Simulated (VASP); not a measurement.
Here is a VASP 6.6.1 calculation.

Contents of INCAR:

```
PREC = Accurate
ENCUT = 520
EDIFF = 1E-6
ISMEAR = 0
SIGMA = 0.15
LREAL = False
LASPH = True
NELM = 100
ALGO = Normal
ISIF = 2
LWAVE = False
LCHARG = False
GGA = CA
NBANDS = 10
```

The input KPOINTS:

```
regular mesh
0
Gamma
  21 21 12
```

The input POSCAR:

```
Al
1.0
    2.8509869252      0.0000000000      0.0000000000
   -1.4254934626      2.4690271031      0.0000000000
    0.0000000000      0.0000000000      4.7361863651
Al
2
Direct
    0.6666666667      0.3333333333      0.7500000000
    0.3333333333      0.6666666667      0.2500000000
```

Potentials or basis: VASP PAW LDA potentials, release 64 (Al).

The run is started by

```console
$ cat potpaw_LDA.64/Al/POTCAR > POTCAR
$ mpirun -np 1 vasp_std > vasp.out
```

Question: Estimate the band gap on the k mesh.

Answer: Zero (bands 3 and 4 overlap by 7.20 eV).

Question: Estimate the pressure.

Answer: -3.2 GPa.

Stress tensor (GPa, compression positive):
```
-3.11  0.00  0.00
 0.00 -3.11  0.00
 0.00  0.00 -3.27
```

Caveat: the cell stands under tension.
